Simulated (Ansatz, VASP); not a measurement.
# Hg2S3 in VASP and in Ansatz

The input INCAR:

```
ALGO = Normal
EDIFF = 1E-6
EDIFFG = -0.04
ENCUT = 600
GGA = PE
IBRION = 2
ISIF = 3
ISMEAR = 0
LASPH = T
LCHARG = F
LREAL = F
LWAVE = F
NELM = 60
NSW = 90
PREC = Accurate
SIGMA = 0.1
```

File KPOINTS:

```
k-points
0
Gamma
  6 6 4
```

The input POSCAR:

```
Hg2S3
1.0
    4.3480848775      0.0000000000      0.0000000000
   -2.1740424388      3.7655519618      0.0000000000
    0.0000000000      0.0000000000      6.7649137816
Hg S
2 3
Direct
    0.3333333333      0.6666666667      0.2450000000
    0.6666666667      0.3333333333      0.7550000000
    0.0000000000      0.0000000000      0.0000000000
    0.3333333333      0.6666666667      0.6450000000
    0.6666666667      0.3333333333      0.3550000000
```

Input for Ansatz:

```yaml
crystal:
  lattice:
    - [4.3480848775, 0.0, 0.0]
    - [-2.1740424388, 3.7655519618, 0.0]
    - [0.0, 0.0, 6.7649137816]
  atoms:
    - { symbol: Hg, position: [0.3333333333, 0.6666666667, 0.245] }
    - { symbol: Hg, position: [0.6666666667, 0.3333333333, 0.755] }
    - { symbol: S, position: [0.0, 0.0, 0.0] }
    - { symbol: S, position: [0.3333333333, 0.6666666667, 0.645] }
    - { symbol: S, position: [0.6666666667, 0.3333333333, 0.355] }
basis:
  ecutwfc: 420
kpoints:
  mp_grid: { grid: [6, 6, 4] }
hamiltonian:
  xc: pbe
scf:
  occupations: { method: gaussian, width: 0.1 }
  lower_state_search: "off"
output:
  forces: true
  stress: true
  eigenvalues: true
relax:
  adjacent_minimum: "off"
  f_tol: 0.04
  max_steps: 70
  cell: { stress_tol: 0.4 }
```

Alike in both runs: task relaxation of cell and atoms; functional PBE; k mesh 6 × 6 × 4; occupations gaussian, width 0.1 eV; no spin polarisation.

```csv
,VASP,Ansatz
version,VASP 6.6.1,Ansatz 0.2.0
potentials or method,"VASP PAW PBE potentials, release 64 (Hg, S), cutoff 600 eV","scalar-relativistic, plane waves, PAW"
valence electrons in the cell,42,58
```

```tsv
	VASP	Ansatz	Ansatz less VASP
gap on the k mesh at the Fermi level, each at its own relaxed structure (eV)	none	none	-
relaxed volume (Å³/atom)	21.91	21.94	+0.033
relaxed length of the cell vector where the two differ most in proportion (Å)	8.355	8.368	+0.0136
```

A gap of «none» marks a metal or a gap that the smearing closes. VASP's potentials hold 42 valence electrons a cell and Ansatz's 58, so a difference there can come from the potentials and not from the codes.

Neither program's run includes spin-orbit coupling.
